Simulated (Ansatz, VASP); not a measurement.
One calculation of K, two programs

File POSCAR:

```
K
1.0
    4.7841328848      0.0000000000      0.0000000000
    0.0000000000      4.7841328848      0.0000000000
    0.0000000000      0.0000000000      3.4991147919
K
1
Direct
    0.0000000000      0.0000000000      0.0000000000
```

File INCAR.step1:

```
SYSTEM = K
  ALGO = Normal
  EDIFF = 1E-4
  ENCUT = 520
  GGA = PE
  ISMEAR = 0
  LASPH = .True.
  LCHARG = .False.
  LREAL = .False.
  LWAVE = .True.
  NBANDS = 10
  NELM = 100
  PREC = Accurate
  SIGMA = 0.15
```

The input INCAR.step2:

```
SYSTEM = K
  ALGO = Normal
  EDIFF = 1E-6
  ENCUT = 520
  ISIF = 2
  ISMEAR = 0
  ISTART = 1
  LASPH = .True.
  LCHARG = .False.
  LMIXTAU = .True.
  LREAL = .False.
  LWAVE = .False.
  METAGGA = R2SCAN
  NBANDS = 10
  NELM = 100
  PREC = Accurate
  SIGMA = 0.15
```

The input KPOINTS:

```
k-points
0
Gamma
  12 12 12
  0 0 0
```

Input for Ansatz:

```yaml
crystal:
  lattice:
    - [4.7841328848, 0.0, 0.0]
    - [0.0, 4.7841328848, 0.0]
    - [0.0, 0.0, 3.4991147919]
  atoms:
    - { symbol: K, position: [0.0, 0.0, 0.0] }
basis:
  ecutwfc: 500
kpoints:
  mp_grid: { grid: [12, 12, 12] }
hamiltonian:
  xc: r2scan
scf:
  occupations: { method: gaussian, width: 0.15 }
output:
  forces: true
  stress: true
  eigenvalues: true
```

Alike in both runs: task single point; functional r2SCAN; k mesh 12 × 12 × 12; occupations gaussian, width 0.15 eV; no spin polarisation.

|  | VASP | Ansatz |
| --- | --- | --- |
| version | VASP 6.6.1 | Ansatz 0.2.0 |
| potentials or method | VASP PAW PBE potentials, release 64 (K_sv), cutoff 520 eV | scalar-relativistic, plane waves, PAW |
| valence electrons in the cell | 9 | 9 |

```csv
,VASP,Ansatz,Ansatz less VASP
gap on the k mesh at the Fermi level (eV),none,none,-
pressure (GPa),0.3,0.3,+0.02
"traceless stress, the component that is largest in VASP (GPa)",2.24,2.24,-0.007
```

VASP's potentials were made for PBE, not for r2SCAN. A gap of «none» marks a metal or a gap that the smearing closes. With one functional, cell and mesh, what is left measures potentials, basis and numerics.
